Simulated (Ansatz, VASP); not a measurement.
**Two plane-wave programs on CdS**

File INCAR:

```
SYSTEM = CdS
PREC = Accurate ; ENCUT = 520
EDIFF = 1E-6 ; ISMEAR = 0
SIGMA = 0.01 ; LREAL = .False.
LASPH = .True. ; NELM = 80
ALGO = Normal ; ISIF = 2
LWAVE = .False. ; LCHARG = .False.
GGA = PE ; NBANDS = 16
```

File KPOINTS:

```
regular mesh
0
Gamma
  4 4 4
  0 0 0
```

The input POSCAR:

```
CdS
1.0
    0.0000000000      2.9165000000      2.9165000000
    2.9165000000      0.0000000000      2.9165000000
    2.9165000000      2.9165000000      0.0000000000
Cd S
1 1
Direct
    0.0098400000      0.9944900000      0.9972900000
    0.2398530139      0.2542369861      0.2625530139
```

Input for Ansatz:

```yaml
crystal:
  lattice:
    - [0.0, 2.9165, 2.9165]
    - [2.9165, 0.0, 2.9165]
    - [2.9165, 2.9165, 0.0]
  atoms:
    - { symbol: Cd, position: [0.00984, 0.99449, 0.99729] }
    - { symbol: S, position: [0.2398530138865078, 0.25423698611349216, 0.2625530138865078] }
basis:
  ecutwfc: 540.0
  xc_grid: 2
kpoints:
  mp_grid:
    grid: [4, 4, 4]
hamiltonian:
  xc: pbe
scf:
  convergence:
    dr2_threshold: 1.0e-09
  occupations:
    method: fixed
output:
  forces: true
  stress: true
```

Alike in both runs: task single point; functional PBE; k mesh 4 × 4 × 4; no spin polarisation.

|  | VASP | Ansatz |
| --- | --- | --- |
| version | VASP 6.6.1 | Ansatz 0.2.0 |
| potentials or method | VASP PAW PBE potentials, release 64 (Cd, S), cutoff 520 eV | plane waves, PAW |
| occupations | gaussian, width 0.01 eV | fixed |
| valence electrons in the cell | 18 | 26 |

Ansatz gave:

- pressure (GPa): 3.2
- traceless stress, the component that is largest in VASP (GPa): -1.61
- rms of the force components (eV/Å): 0.225

Question: What did VASP give for the same quantities?

Answer: Pressure (GPa): 3.5; traceless stress, the component that is largest in VASP (GPa): -1.68; rms of the force components (eV/Å): 0.231.

Atom by atom the forces differ by 0.006 eV/Å (rms over components). VASP's potentials hold 18 valence electrons a cell and Ansatz's 26, so a difference there can come from the potentials and not from the codes. Ansatz's warnings: stress scf threshold loose.

The k mesh is coarse, so the values compare programs but aren't converged.
